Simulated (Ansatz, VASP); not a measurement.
**PtSe2 in VASP and in Ansatz**

POSCAR

```
PtSe2
1.0
    3.6479786689      0.0000000000      0.0000000000
   -1.8239893344      3.1592421997      0.0000000000
    0.0000000000      0.0000000000      4.9586648823
Pt Se
1 2
Direct
    0.0000000000      0.0000000000      0.0000000000
    0.6666666667      0.3333333333      0.7500000000
    0.3333333333      0.6666666667      0.2500000000
```

File INCAR.step1:

```
PREC     = Accurate       # precision mode
ENCUT    = 520            # plane-wave cutoff, eV
ISMEAR   = -1             # smearing method
SIGMA    = 0.05           # smearing width, eV
LREAL    = False          # projectors in reciprocal space
LASPH    = True           # aspherical terms in the spheres
NELM     = 80             # most SCF steps
NBANDS   = 18             # bands
GGA      = PE             # functional
ALGO     = Normal         # electronic algorithm
EDIFF    = 1E-4           # SCF threshold, eV
LWAVE    = True           # write WAVECAR
LCHARG   = False          # write CHGCAR
```

INCAR.step2

```
PREC     = Accurate       # precision mode
ENCUT    = 520            # plane-wave cutoff, eV
EDIFF    = 1E-6           # SCF threshold, eV
ISMEAR   = -1             # smearing method
SIGMA    = 0.05           # smearing width, eV
LREAL    = False          # projectors in reciprocal space
LASPH    = True           # aspherical terms in the spheres
NELM     = 80             # most SCF steps
ALGO     = Normal         # electronic algorithm
ISIF     = 2              # what is computed and relaxed
LWAVE    = False          # write WAVECAR
LCHARG   = False          # write CHGCAR
METAGGA  = R2SCAN         # meta-GGA
LMIXTAU  = True         
LUSE_VDW = True         
IVDW_NL  = 2            
BPARAM   = 11.95        
CPARAM   = 0.0093       
NBANDS   = 18             # bands
ISTART   = 1
```

Contents of KPOINTS:

```
regular mesh
0
Gamma
  8 8 5
```

input.yaml

```yaml
crystal:
  lattice:
    - [3.6479786689, 0.0, 0.0]
    - [-1.8239893344, 3.1592421997, 0.0]
    - [0.0, 0.0, 4.9586648823]
  atoms:
    - { symbol: Pt, position: [0.0, 0.0, 0.0] }
    - { symbol: Se, position: [0.6666666667, 0.3333333333, 0.75] }
    - { symbol: Se, position: [0.3333333333, 0.6666666667, 0.25] }
hamiltonian:
  xc: r2scan
  pseudopotentials: { kind: paw }
  dispersion: rvv10
kpoints:
  mp_grid: { grid: [8, 8, 5] }
scf:
  occupations: { method: fermi_dirac, width: 0.05 }
output:
  forces: true
  stress: true
  eigenvalues: true
```

Alike in both runs: task single point; functional r2SCAN; dispersion rVV10; k mesh 8 × 8 × 5; occupations fermi-dirac, width 0.05 eV; no spin polarisation.

|  | VASP | Ansatz |
| --- | --- | --- |
| version | VASP 6.6.1 | Ansatz 0.2.0 |
| potentials or method | VASP PAW PBE potentials, release 64 (Pt, Se) | Ansatz PAW |
| plane-wave cutoff (eV) | 520 | 500 |
| valence electrons in the cell | 22 | 50 |

Ansatz gave:

| Quantity | Value |
| --- | --- |
| gap on the k mesh at the Fermi level (eV) | none |
| pressure (GPa) | 13.8 |
| traceless stress, the component that is largest in VASP (GPa) | -2.35 |
| rms of the force components (eV/Å) | 0.600 |

Problem. What did VASP give for the same quantities?

Solution. gap on the k mesh at the Fermi level (eV): none; pressure (GPa): 14.5; traceless stress, the component that is largest in VASP (GPa): -2.52; rms of the force components (eV/Å): 0.625.

VASP's potentials were made for PBE, not for r2SCAN. Atom by atom the forces differ by 0.026 eV/Å (rms over components). A gap of «none» marks a metal or a gap that the smearing closes. VASP's potentials hold 22 valence electrons a cell and Ansatz's 50, so a difference there can come from the potentials and not from the codes.

Spin-orbit coupling is off throughout.
